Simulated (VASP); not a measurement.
## KBr: single point with PBEsol

Crystal: KBr.

```
CELL_PARAMETERS angstrom
0.00000 3.33628 3.33628
3.27488 0.06140 3.27488
3.27488 3.27488 0.06140
ATOMIC_POSITIONS crystal
K 0.00000 0.00000 0.00000
Br 0.50000 0.50000 0.50000
```

This cell differs from its parent crystal: strain +0.0375 x Voigt [0, 0, 0, 1, 0, 0].

```yaml
Program: VASP 6.6.1
Task: single point
Functional: PBEsol
Potentials_or_basis: VASP PAW PBE potentials, release 64 (K_sv, Br)
Cutoff: 520 eV
k_mesh: 6 × 6 × 6
Occupations: gaussian, width 0.05 eV
Spin: no spin polarisation
Dipole_correction: no
Further_INCAR_settings: ALGO = Normal; EDIFF = 1e-06; NBANDS = 15
```

| Quantity | Value |
| --- | --- |
| Pressure | 0.1 GPa |
| Band gap on the k mesh | 4.29 eV, direct |

Stress tensor (GPa, compression positive):
```
 0.05  0.00  0.00
 0.00  0.06 -0.19
 0.00 -0.19  0.06
```

Levels at points of the mesh, in eV from the valence-band top:
| k point | band 6 | band 7 | band 8 | band 9 | band 10 | band 11 |
| --- | --- | --- | --- | --- | --- | --- |
| (0.00, 0.00, 0.00) | -0.09 | -0.05 | 0.00 | 4.29 | 7.33 | 7.49 |
| (0.50, 0.00, 0.00) | -1.31 | -0.40 | -0.34 | 6.44 | 8.10 | 9.61 |
| (0.00, 0.50, 0.00) | -1.30 | -0.46 | -0.41 | 6.43 | 8.21 | 9.68 |
| (0.50, 0.50, 0.00) | -0.90 | -0.35 | -0.34 | 5.67 | 7.12 | 9.31 |
| (0.00, 0.50, 0.50) | -0.90 | -0.40 | -0.28 | 5.67 | 7.13 | 9.33 |

Run time: 35 s on 1 thread of Intel(R) Xeon(R) Platinum 8375C CPU @ 2.90GHz (Ice Lake) (shared host), peak memory 0.22 GiB.

Caveat: the cell differs from its parent crystal (strain +0.0375 x Voigt [0, 0, 0, 1, 0, 0]); the PAW data sets were made with another functional, which shifts forces and pressure a little.
